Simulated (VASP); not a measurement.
Here is a VASP 6.6.1 calculation.

The input INCAR:

```
SYSTEM = TlBr
PREC = Accurate
ENCUT = 500
EDIFF = 1E-6
ISMEAR = 0
SIGMA = 0.01
LREAL = .FALSE.
LASPH = .TRUE.
NELM = 120
ALGO = Normal
ISIF = 2
LWAVE = .FALSE.
LCHARG = .TRUE.
GGA = PS
LELF = .TRUE.
LVHAR = .TRUE.
NBANDS = 17
GGA_COMPAT = .FALSE.
```

File KPOINTS:

```
Automatic mesh
0
G
  4 4 4
  0 0 0
```

File POSCAR:

```
TlBr
1.0
    3.9461933093      0.0000000000      0.0000000000
    0.0000000000      3.9461933093      0.0000000000
    0.0000000000      0.0000000000      3.9461933093
Tl Br
1 1
Direct
    0.0000000000      0.0000000000      0.0000000000
    0.5000000000      0.5000000000      0.5000000000
```

Potentials or basis: VASP PAW PBE potentials, release 64 (Tl_d, Br).

Launch:

```console
$ cat potpaw_PBE.64/Tl_d/POTCAR potpaw_PBE.64/Br/POTCAR > POTCAR
$ mpirun -np 1 vasp_std > vasp.out
```

What does it give for the band gap on the k mesh?

1.65 eV.

Predict the pressure.

-0.5 GPa.

Caveat: the PAW data sets were made with another functional, which shifts forces and pressure a little; spin-orbit coupling is left out, which moves the levels of the heavy elements. Expect the measured gap to be larger: semilocal functionals such as PBEsol lack the derivative discontinuity.
